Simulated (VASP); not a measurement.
# Ge (P6_3/mmc) in VASP: a series of runs, part 2 of 2

VASP 6.6.1. Earlier steps stand in the parts before.

## (3) Single point, PBEsol

This run uses another cell than the first one, of 18.29 Å³/atom.

Input file INCAR:

```
SYSTEM = Ge
PREC     = Accurate       ! precision mode
ENCUT    = 520            ! plane-wave cutoff, eV
EDIFF    = 1E-7           ! SCF threshold, eV
ISMEAR   = 1              ! smearing method
SIGMA    = 0.05           ! smearing width, eV
LREAL    = .FALSE.        ! projectors in reciprocal space
LASPH    = .TRUE.         ! aspherical terms in the spheres
NELM     = 100            ! most SCF steps
ALGO     = Normal         ! electronic algorithm
ISIF     = 2              ! what is computed and relaxed
LWAVE    = .FALSE.        ! write WAVECAR
LCHARG   = .FALSE.        ! write CHGCAR
GGA      = PS             ! functional
NBANDS   = 21             ! bands
```

Input file KPOINTS:

```
regular mesh
0
G
  17 17 9
  0 0 0
```

Input file POSCAR:

```
Ge
1.0
    2.9521351814      0.0000000000      0.0000000000
   -1.4760675907      2.5566240625      0.0000000000
    0.0000000000      0.0000000000      4.8456889745
Ge
2
Direct
    0.3333333333      0.6666666667      0.2500000000
    0.6666666667      0.3333333333      0.7500000000
```

Potentials or basis: VASP PAW PBE potentials, release 64 (Ge_d).

Started as:

```sh
cat potpaw_PBE.64/Ge_d/POTCAR > POTCAR
mpirun -np 1 vasp_std > vasp.out
```

OUTCAR:

```text
SYSTEM = Ge
   PREC = Accurate
   ENCUT = 520
   EDIFF = 1E-7
   ISMEAR = 1
   LREAL = .FALSE.
   LASPH = .TRUE.
   NELM = 100
   ISIF = 2
   GGA = PS

 ion  position               nearest neighbor table
   1  0.333  0.667  0.250-
   2  0.667  0.333  0.750-

  LATTYP: Found a hexagonal cell.
 ALAT       =     2.9521351814
 C/A-ratio  =     1.6414183893

  Lattice vectors:

 A1 = (   2.9521351814,   0.0000000000,   0.0000000000)
[... 764 lines left out ...]

------------------------ aborting loop because EDIFF is reached ----------------------------------------

  FORCE on cell =-STRESS in cart. coord.  units (eV):
  Direction    XX          YY          ZZ          XY          YZ          ZX
  --------------------------------------------------------------------------------------
  -------------------------------------------------------------------------------------
  Total        0.0345201      0.0345201      0.0005510     -0.0000000     -0.0000000      0.0000000
  in kB        1.5122526      1.5122526      0.0241395     -0.0000000     -0.0000000      0.0000000
  external PRESSURE =       1.0162149 kB  Pullay stress =       0.0000000 kB

 VOLUME and BASIS-vectors are now :
 -----------------------------------------------------------------------------
  energy-cutoff  :      520.00
  volume of cell :       36.57
      direct lattice vectors                 reciprocal lattice vectors
     2.952135181  0.000000000  0.000000000     0.338737876  0.195570404  0.000000000
    -1.476067591  2.556624063  0.000000000     0.000000000  0.391140807  0.000000000
     0.000000000  0.000000000  4.845688974     0.000000000  0.000000000  0.206369002

 POSITION                                       TOTAL-FORCE (eV/Angst)
 -----------------------------------------------------------------------------------
     -0.00000      1.70442      1.21142         0.000000     -0.000000      0.000000
      1.47607      0.85221      3.63427        -0.000000      0.000000      0.000000
 -----------------------------------------------------------------------------------
    total drift:                               -0.000000      0.000000      0.000000

  FREE ENERGIE OF THE ION-ELECTRON SYSTEM (eV)
  ---------------------------------------------------
  free  energy   TOTEN  =        -9.3333868905 eV

  energy  without entropy=       -9.3334580876  energy(sigma->0) =       -9.33341062
```

OSZICAR:

```text
N       E                     dE             d eps       ncg     rms          rms(c)
DAV:   1     0.173122945952E+03    0.17312E+03   -0.14182E+04  7909   0.380E+03
DAV:   2     0.139889690473E+02   -0.15913E+03   -0.15422E+03  6975   0.582E+02
DAV:   3    -0.875489859773E+01   -0.22744E+02   -0.22544E+02  7848   0.131E+02
DAV:   4    -0.936867805580E+01   -0.61378E+00   -0.61336E+00  7988   0.250E+01
DAV:   5    -0.937758599190E+01   -0.89079E-02   -0.89077E-02  7930   0.329E+00    0.171E+00
DAV:   6    -0.934571061700E+01    0.31875E-01   -0.33079E-02  9567   0.305E+00    0.900E-01
DAV:   7    -0.933396207538E+01    0.11749E-01   -0.16479E-02  9505   0.175E+00    0.107E-01
DAV:   8    -0.933337739234E+01    0.58468E-03   -0.13992E-03  8245   0.689E-01    0.312E-02
DAV:   9    -0.933338507152E+01   -0.76792E-05   -0.28290E-05  7906   0.611E-02    0.984E-03
DAV:  10    -0.933338712982E+01   -0.20583E-05   -0.12600E-06  8466   0.945E-03    0.399E-04
DAV:  11    -0.933338694538E+01    0.18444E-06   -0.57105E-08  5140   0.436E-03    0.297E-04
DAV:  12    -0.933338689048E+01    0.54894E-07   -0.94508E-09  4565   0.100E-03
   1 F= -.93333869E+01 E0= -.93334106E+01  d E =0.711971E-04
```

Wall time 74 s (1 thread of Intel Xeon 8259CL, shared host); peak memory 0.22 GiB.

What came out:

```yaml
Free_energy: -9.3334 eV
Pressure: 0.1 GPa
Band_gap_on_the_k_mesh: zero (bands 14 and 15 overlap by 10.01 eV)
```

Caveat: the PAW data sets were made with another functional, which shifts forces and pressure a little.

## (4) Single point, PBEsol

This run uses another cell than the first one, of 18.29 Å³/atom.

Input file INCAR:

```
PREC = Accurate ; ENCUT = 520
EDIFF = 1E-7 ; ISMEAR = 1
SIGMA = 0.05 ; LREAL = F
LASPH = T ; NELM = 100
ALGO = Normal ; ISIF = 2
LWAVE = F ; LCHARG = F
GGA = PS ; NBANDS = 21
```

Input file KPOINTS:

```
Automatic mesh
0
Gamma
  17 17 9
```

POSCAR is that of step 3.

Started as:

```sh
cat potpaw_PBE.64/Ge_d/POTCAR > POTCAR
mpirun -np 1 vasp_std > vasp.out
```

Wall time 2.9 min (1 thread of AMD EPYC 7R13, shared host); peak memory 0.19 GiB.

The run converged. Its results:

```
Free energy            : -9.3334 eV
Pressure               : 0.1 GPa
Band gap on the k mesh : zero (bands 14 and 15 overlap by 10.01 eV)
```

Stress tensor (GPa, compression positive):
```
0.15 0.00 0.00
0.00 0.15 0.00
0.00 0.00 0.00
```

Levels at points of the mesh, in eV from the Fermi level:
| k point | band 10 | band 11 | band 12 | band 13 | band 14 | band 15 | band 16 | band 17 | band 18 | band 19 |
| --- | --- | --- | --- | --- | --- | --- | --- | --- | --- | --- |
| (0.00, 0.00, 0.00) | -24.57 | -13.46 | -8.03 | -5.76 | 7.06 | 7.06 | 9.00 | 9.00 | 9.30 | 11.91 |

Caveat: the PAW data sets were made with another functional, which shifts forces and pressure a little.

## (5) Single point, PBEsol

This run uses another cell than the first one, of 18.47 Å³/atom.

Input file INCAR:

```
SYSTEM = Ge
PREC = Accurate ; ENCUT = 520
EDIFF = 1E-7 ; ISMEAR = 1
SIGMA = 0.05 ; LREAL = .False.
LASPH = .True. ; NELM = 60
ALGO = Normal ; ISIF = 2
LWAVE = .False. ; LCHARG = .False.
GGA = PS ; NBANDS = 21
```

Input file KPOINTS:

```
regular mesh
0
Gamma
  17 17 9
  0 0 0
```

Input file POSCAR:

```
Ge
1.0
    2.9619430115      0.0000000000      0.0000000000
   -1.4809715057      2.5651178925      0.0000000000
    0.0000000000      0.0000000000      4.8617877272
Ge
2
Direct
    0.3333333333      0.6666666667      0.2500000000
    0.6666666667      0.3333333333      0.7500000000
```

Started as:

```sh
cat potpaw_PBE.64/Ge_d/POTCAR > POTCAR
mpirun -np 1 vasp_std > vasp.out
```

Run time: 2.8 min. Hardware: 1 thread of AMD EPYC 7R13, shared host; peak memory 0.2 GiB.

The run converged. Its results:

```yaml
Free_energy: -9.3329 eV
Pressure: -0.6 GPa
Band_gap_on_the_k_mesh: zero (bands 14 and 15 overlap by 9.91 eV)
```

Stress tensor (GPa, compression positive):
```
-0.58  0.00  0.00
 0.00 -0.58  0.00
 0.00  0.00 -0.74
```

Levels at points of the mesh, in eV from the Fermi level:
```
           k point  band 10  band 11  band 12  band 13  band 14  band 15  band 16  band 17  band 18  band 19
(0.00, 0.00, 0.00)   -24.56   -13.37    -8.00    -5.69     7.00     7.00     8.92     8.92     9.21    11.83
```

Caveat: the PAW data sets were made with another functional, which shifts forces and pressure a little.

## (6) The runs side by side

```tsv
cell	gap on the mesh (eV)	pressure (GPa)
a = 2.942, b = 2.942, c = 4.829 Å, angles 90.0, 90.0, 120.0°, 2 atoms	none	0.9
a = 2.952, b = 2.952, c = 4.846 Å, angles 90.0, 90.0, 120.0°, 2 atoms	none	0.1
a = 2.962, b = 2.962, c = 4.862 Å, angles 90.0, 90.0, 120.0°, 2 atoms	none	-0.6
```

Alike in all rows: task single point; level PBEsol; potentials or basis VASP PAW PBE potentials, release 64 (Ge_d); no spin polarisation; k mesh 17 × 17 × 9; cutoff (eV) 520; smearing methfessel-paxton 0.05 eV.

Caveats: the PAW data sets were made with another functional, which shifts forces and pressure a little.

Total energies depend on the potentials used, so only differences within one code and one set of settings carry meaning.
